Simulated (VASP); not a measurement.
A run of VASP 6.6.1 is set up as follows.

The input INCAR:

```
SYSTEM = TiTe2
ALGO = Normal
EDIFF = 1E-6
ENCUT = 520
GGA = PS
ISIF = 2
ISMEAR = -1
LASPH = .TRUE.
LCHARG = .FALSE.
LDAU = .TRUE.
LDAUJ = 0 0
LDAUL = -1 2
LDAUPRINT = 1
LDAUTYPE = 2
LDAUU = 0 6
LMAXMIX = 4
LREAL = .FALSE.
LWAVE = .FALSE.
NBANDS = 19
NELM = 150
PREC = Accurate
SIGMA = 0.05
```

Contents of KPOINTS:

```
k-points
0
G
  8 8 4
  0 0 0
```

POSCAR

```
TiTe2
1.0
    3.7770000000      0.0000000000      0.0000000000
   -1.8885000000      3.2709779501      0.0000000000
    0.0000000000      0.0000000000      6.4980000000
Te Ti
2 1
Direct
    0.3333333333      0.6666666667      0.7372000000
    0.6666666667      0.3333333333      0.2628000000
    0.0000000000      0.0000000000      0.0000000000
```

Potentials or basis: VASP PAW PBE potentials, release 64 (Te, Ti_sv).

Run with:

```bash
$ cat potpaw_PBE.64/Te/POTCAR potpaw_PBE.64/Ti_sv/POTCAR > POTCAR
$ mpirun -np 1 vasp_std > vasp.out
```

**Question.** Estimate the band gap on the k mesh.

**Answer.** Zero (band 12 reaches 7.77 eV, above the bottom of band 13 at 7.08 eV).

**Question.** Estimate the pressure.

**Answer.** 1.8 GPa.

**Question.** Estimate the largest force.

**Answer.** 0.142 eV/Å.

Forces on the atoms (eV/Å):
```
Te   0.000  0.000 -0.142
Te   0.000  0.000  0.142
Ti   0.000  0.000  0.000
```

Caveat: the PAW data sets were made with another functional, which shifts forces and pressure a little; spin-orbit coupling is left out, which moves the levels of the heavy elements; this functional lacks dispersion, which binds the layers, so the pressure and a relaxed spacing across them are unreliable; U without spin polarisation on a metal has little footing; the U is typed as a test and isn't derived for this compound.
